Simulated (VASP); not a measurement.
# SrTiO3 (P1) in VASP: notebook, part 2 of 3

VASP 6.6.1.

## (3) Single point, PBE

The input, INCAR:

```
SYSTEM = SrTiO3
ALGO     = Normal         ! electronic algorithm
EDIFF    = 1E-6           ! SCF threshold, eV
ENCUT    = 520            ! plane-wave cutoff, eV
GGA      = PE             ! functional
ISIF     = 2              ! what is computed and relaxed
ISMEAR   = -1             ! smearing method
LASPH    = .True.         ! aspherical terms in the spheres
LCHARG   = .True.         ! write CHGCAR
LELF     = .True.         ! ELF
LREAL    = Auto         
LVHAR    = .True.       
LWAVE    = .False.        ! write WAVECAR
NBANDS   = 96             ! bands
NELM     = 60             ! most SCF steps
PREC     = Accurate       ! precision mode
SIGMA    = 0.24           ! smearing width, eV
```

The input, KPOINTS:

```
k-points
0
Gamma
  3 3 2
  0 0 0
```

The input, POSCAR:

```
SrTiO3
1.0
    5.5223300000      0.0000000000      0.0000000000
    0.0000000000      5.5223300000      0.0000000000
    0.0000000000      0.0000000000      7.8452640000
Sr Ti O
4 4 12
Direct
   -0.0349309078      0.4517658307      0.2332490022
    0.4838175191     -0.0417215197      0.2579772969
    0.5394824286     -0.0129474334      0.7343921122
   -0.0411420542      0.4460436084      0.7729758999
    0.0081487343     -0.0508843188     -0.0139447188
   -0.0195026375     -0.0314360062      0.4874150825
    0.4734957889      0.4861172730      0.5017549441
    0.4954068301      0.4651840799      0.0005735945
    0.7101531419      0.2105270782      0.5157379025
    0.2480474727      0.2190923034      0.0464993912
    0.2037364663      0.2505464179      0.4787219398
    0.7685886211      0.2139676550      0.0002676774
    0.0961369567     -0.0965534475      0.7707580013
   -0.0851090029     -0.0253697262      0.2624130941
    0.2326010941      0.6818317630      0.0451355111
    0.7874936847      0.7276457582      0.5554561325
    0.7611098938      0.7114388311     -0.0372071609
    0.2704836545      0.7554601047      0.4811947692
    0.5353175200      0.5469611559      0.2507882463
    0.4789282785      0.4510052822      0.7785206463
```

Potentials or basis: VASP PAW PBE potentials, release 64 (Sr_sv, Ti_sv, O).

The run is started by

```
> cat potpaw_PBE.64/Sr_sv/POTCAR potpaw_PBE.64/Ti_sv/POTCAR potpaw_PBE.64/O/POTCAR > POTCAR
> mpirun -np 1 vasp_std > vasp.out
```

OUTCAR:

```text
SYSTEM = SrTiO3
   EDIFF = 1E-6
   ENCUT = 520
   GGA = PE
   ISIF = 2
   ISMEAR = -1
   LASPH = .True.
   LREAL = Auto
   NELM = 60
   PREC = Accurate

 ion  position               nearest neighbor table
   1  0.965  0.452  0.233-  19 2.43  15 2.44  10 2.50  12 2.50  11 2.58  14 2.66  17 2.80  14 2.91
                             9 2.94  18 3.07  16 3.11   8 3.17  19 3.20   6 3.33   5 3.37   5 3.39
   2  0.484  0.958  0.258-  19 2.29  14 2.38  18 2.39  10 2.55  15 2.65   9 2.76  11 2.83  12 2.92
                            17 3.09  14 3.14  16 3.14   7 3.23  19 3.26   6 3.28   6 3.31   5 3.38
   3  0.539  0.987  0.734-   9 2.31  16 2.43  13 2.51  20 2.61  17 2.65  12 2.74  18 2.79  20 3.00
                            11 3.09   6 3.11  13 3.12  10 3.20   5 3.26   7 3.33   7 3.33   8 3.38
   4  0.959  0.446  0.773-  17 2.36  12 2.43  16 2.50  13 2.64  20 2.65   9 2.77  20 2.87  11 2.89
                            15 2.92  10 2.95  13 3.09   8 3.12   5 3.22   5 3.25  18 3.33   7 3.43
   5  0.008  0.949  0.986-  13 1.78  17 1.90  12 1.98  15 1.98  10 2.05  14 2.23   4 3.22   4 3.25
                             3 3.26   1 3.37   2 3.38   1 3.39   3 3.54   2 3.60
   6  0.980  0.969  0.487-  16 1.79  14 1.80  11 1.99  18 1.99   9 2.02  13 2.34   3 3.11   2 3.28
                             2 3.31   1 3.33   4 3.46   1 3.48   3 3.65   4 3.66
   7  0.473  0.486  0.502-  18 1.87  11 1.99   9 2.01  19 2.03  20 2.18  16 2.23   2 3.23   3 3.33
                             3 3.33   4 3.43   1 3.44   2 3.49   1 3.52   4 3.56
   8  0.495  0.465  0.001-  20 1.75  15 1.91  10 1.96  17 2.02  19 2.03  12 2.05   4 3.12   1 3.17
                             3 3.38   2 3.39   1 3.45   2 3.45   4 3.46   3 3.57
   9  0.710  0.211  0.516-   7 2.01   6 2.02   3 2.31   2 2.76   4 2.77   1 2.94
  10  0.248  0.219  0.046-   8 1.96   5 2.05   1 2.50   2 2.55   4 2.95   3 3.20
  11  0.204  0.251  0.479-   7 1.99   6 1.99   1 2.58   2 2.83   4 2.89   3 3.09
  12  0.769  0.214  0.000-   5 1.98   8 2.05   4 2.43   1 2.50   3 2.74   2 2.92
  13  0.096  0.903  0.771-   5 1.78   6 2.34   3 2.51   4 2.64   4 3.09   3 3.12
  14  0.915  0.975  0.262-   6 1.80   5 2.23   2 2.38   1 2.66   1 2.91   2 3.14
  15  0.233  0.682  0.045-   8 1.91   5 1.98   1 2.44   2 2.65   4 2.92   3 3.41
  16  0.787  0.728  0.555-   6 1.79   7 2.23   3 2.43   4 2.50   1 3.11   2 3.14
  17  0.761  0.711  0.963-   5 1.90   8 2.02   4 2.36   3 2.65   1 2.80   2 3.09
  18  0.270  0.755  0.481-   7 1.87   6 1.99   2 2.39   3 2.79   1 3.07   4 3.33
  19  0.535  0.547  0.251-   8 2.03   7 2.03   2 2.29   1 2.43   1 3.20   2 3.26
  20  0.479  0.451  0.779-   8 1.75   7 2.18   3 2.61   4 2.65   4 2.87   3 3.00

  LATTYP: Found a simple tetragonal cell.
 ALAT       =     5.5223300000
 C/A-ratio  =     1.4206438224

  Lattice vectors:

 A1 = (   5.5223300000,   0.0000000000,   0.0000000000)
 A2 = (   0.0000000000,   5.5223300000,   0.0000000000)
 A3 = (   0.0000000000,   0.0000000000,   7.8452640000)

Analysis of symmetry for initial positions (statically):
=====================================================================
 Subroutine PRICEL returns:
 Original cell was already a primitive cell.

 Routine SETGRP: Setting up the symmetry group for a
 simple tetragonal supercell.

 Subroutine GETGRP returns: Found  1 space group operations
 (whereof  1 operations were pure point group operations)
 out of a pool of 16 trial point group operations.

The static configuration has the point symmetry C_1 .

Analysis of symmetry for dynamics (positions and initial velocities):
=====================================================================
 Subroutine PRICEL returns:
 Original cell was already a primitive cell.

 Routine SETGRP: Setting up the symmetry group for a
 simple tetragonal supercell.

 Subroutine GETGRP returns: Found  1 space group operations
 (whereof  1 operations were pure point group operations)
 out of a pool of 16 trial point group operations.

[... 110 lines left out ...]
   NGXF,Y,Z  is equivalent  to a cutoff of  25.29, 25.29, 25.43 a.u.
 SYSTEM =  SrTiO3
   PREC   = accura    normal or accurate (medium, high low for compatibility)
   ISTART =      0    job   : 0-new  1-cont  2-samecut
   ICHARG =      2    charge: 1-file 2-atom 10-const
   ISPIN  =      1    spin polarized calculation?
   LNONCOLLINEAR =      F non collinear calculations
   LSORBIT =      F    spin-orbit coupling
   LASPH  =      T    aspherical Exc in radial PAW
   ENCUT  =  520.0 eV  38.22 Ry    6.18 a.u.  10.27 10.27 14.59*2*pi/ulx,y,z
   NELM   =     60;   NELMIN=  2; NELMDL= -5     # of ELM steps
   EDIFF  = 0.1E-05   stopping-criterion for ELM
   LREAL  =      T    real-space projection
   EDIFFG = 0.1E-04   stopping-criterion for IOM
   NSW    =      0    number of steps for IOM
   IBRION =     -1    ionic relax: 0-MD 1-quasi-New 2-CG
   NFREE  =      0    steps in history (QN), initial steepest desc. (CG)
   ISIF   =      2    stress and relaxation
   ISYM   =      2    0-nonsym 1-usesym 2-fastsym
   POTIM  = 0.5000    time-step for ionic-motion
   TEBEG  =    0.0;   TEEND  =   0.0 temperature during run
   PSTRESS=    0.0 pullay stress
   NELECT =     160.0000    total number of electrons
   NUPDOWN=      -1.0000    fix difference up-down
   EMIN   =  10.00;   EMAX   =-10.00  energy-range for DOS
   EFERMI =   0.00;   METHOD = LEGACY
   ISMEAR =    -1;   SIGMA  =   0.24  broadening in eV -4-tet -1-fermi 0-gaus
   EFERMI_NEDOS =   21; number of points for ismear=-14 and -15
   IALGO  =     38    algorithm
   IMIX   =      4    mixing-type and parameters
     AMIX     =   0.40;   BMIX     =  1.00
     AMIX_MAG =   1.60;   BMIX_MAG =  1.00
  volume/ion in A,a.u.               =      11.96        80.73
  Fermi-wavevector in a.u.,A,eV,Ry     =   1.431630  2.705388 27.886010  2.049564
  Thomas-Fermi vector in A             =   2.551345
   LORBIT       =      0    0 simple, 1 ext, 2 COOP (PROOUT), +10 PAW based schemes
   GGA     = PE    functional components
   LHFCALC =     F    Hartree Fock is set to
   AEXX    =    0.0000 exact exchange contribution
   IVDW    =     0    specifies the selected vdW correction
   LEPSILON=     F    determine dielectric tensor
   LRPA    =     F    only Hartree local field effects (RPA)
 non-spin polarized calculation
  energy-cutoff  :      520.00
  volume of cell :      239.25
 maximum number of plane-waves:      6473
 NGX is ok and might be reduce to    42
   NGX = 21   NGY = 21   NGZ = 29

 number of electron     160.0000000 magnetization

 Free energy of the ion-electron system (eV)
  ---------------------------------------------------
  ext. energy  EPLUGINS =         0.00000000
  ---------------------------------------------------
  free energy    TOTEN  =      -157.05041527 eV

  energy without entropy =     -156.98086204  energy(sigma->0) =     -157.01563866

 E-fermi :   5.1146     XC(G=0): -11.2068

 val. band max:        4.0413857231   @ k =   0.0000   0.0000   0.5000
 cond. band min:       6.0669332623   @ k =   0.0000   0.0000   0.0000
 fundamental gap:      2.0255475392
 Fermi energy:         5.1146178053

 k-point     1 :       0.0000    0.0000    0.0000
  band No.  band energies     occupation
      1     -52.9516      2.00000
      2     -52.2529      2.00000
      3     -52.2183      2.00000
      4     -52.1362      2.00000
      5     -29.2201      2.00000
      6     -29.1825      2.00000
[... 939 lines left out ...]
     91       8.0193      0.00001
     92       8.0572      0.00001
 [bands above 92 left out]

------------------------ aborting loop because EDIFF is reached ----------------------------------------

  FORCE on cell =-STRESS in cart. coord.  units (eV):
  Direction    XX          YY          ZZ          XY          YZ          ZX
  --------------------------------------------------------------------------------------
  -------------------------------------------------------------------------------------
  Total       13.9078406     12.4359164     18.2746723      1.0504799     -1.3815734     -2.2047027
  in kB       93.1360927     83.2791155    122.3792837      7.0347080     -9.2519285    -14.7641465
  external PRESSURE =      99.5981640 kB  Pullay stress =       0.0000000 kB

 VOLUME and BASIS-vectors are now :
 -----------------------------------------------------------------------------
  energy-cutoff  :      520.00
  volume of cell :      239.25
      direct lattice vectors                 reciprocal lattice vectors
     5.522330000  0.000000000  0.000000000     0.181082985  0.000000000  0.000000000
     0.000000000  5.522330000  0.000000000     0.000000000  0.181082985  0.000000000
     0.000000000  0.000000000  7.845264000     0.000000000  0.000000000  0.127465436

 POSITION                                       TOTAL-FORCE (eV/Angst)
 -----------------------------------------------------------------------------------
      5.32943      2.49480      1.82990         0.800997      0.161391      0.837011
      2.67180      5.29193      2.02390        -0.365855      1.405467     -0.966558
      2.97920      5.45083      5.76150        -1.758587     -0.797637      1.546958
      5.29513      2.46320      6.06420         1.688900      0.501827     -1.156160
      0.04500      5.24133      7.73586         0.778854     -0.283384      1.420099
      5.41463      5.34873      3.82390         1.083530      0.736925     -0.613403
[... 12 lines left out ...]
      2.95620      3.02050      1.96750         0.798307     -2.376746      2.350951
      2.64480      2.49060      6.10770        -0.831173      0.160275     -3.954139
 -----------------------------------------------------------------------------------
    total drift:                               -0.027242     -0.008494      0.024590

  FREE ENERGIE OF THE ION-ELECTRON SYSTEM (eV)
  ---------------------------------------------------
  free  energy   TOTEN  =      -157.0504152743 eV

  energy  without entropy=     -156.9808620364  energy(sigma->0) =     -157.01563866
```

Wall time 7.1 min (1 thread of Intel Xeon Platinum 8488C (Sapphire Rapids), shared host); peak memory 0.4 GiB.

What came out:

| Item | Value |
| --- | --- |
| Free energy | -157.0504 eV |
| Pressure | 10.0 GPa |
| Largest force | 4.044 eV/Å |
| Band gap on the k mesh | 2.03 eV |

Forces on the atoms (eV/Å):
```
Sr   0.801  0.161  0.837
Sr  -0.366  1.405 -0.967
Sr  -1.759 -0.798  1.547
Sr   1.689  0.502 -1.156
Ti   0.779 -0.283  1.420
Ti   1.084  0.737 -0.613
Ti  -0.367 -0.634 -1.467
Ti  -1.253 -0.039  2.495
O    0.349  0.829  0.027
O    0.500 -1.068 -0.542
O    1.461  1.090  0.657
O   -0.847 -0.157 -0.642
O   -0.430  1.914 -0.912
O    1.354 -0.944  0.065
O   -0.276  1.516 -0.464
O   -2.063 -1.902 -0.294
O   -0.943  0.430  0.901
O    0.318 -0.542  0.712
O    0.798 -2.377  2.351
O   -0.831  0.160 -3.954
```

Stress tensor (GPa, compression positive):
```
 9.31  0.70 -1.48
 0.70  8.33 -0.93
-1.48 -0.93 12.24
```

Caveat: the cell stands under pressure; the atoms stand as in a frame of molecular dynamics; forces of over 1 eV/Å act on the atoms, so gaps and moduli don't describe the material at rest. A k mesh can miss the band edges.

[end of part 2 of 3]
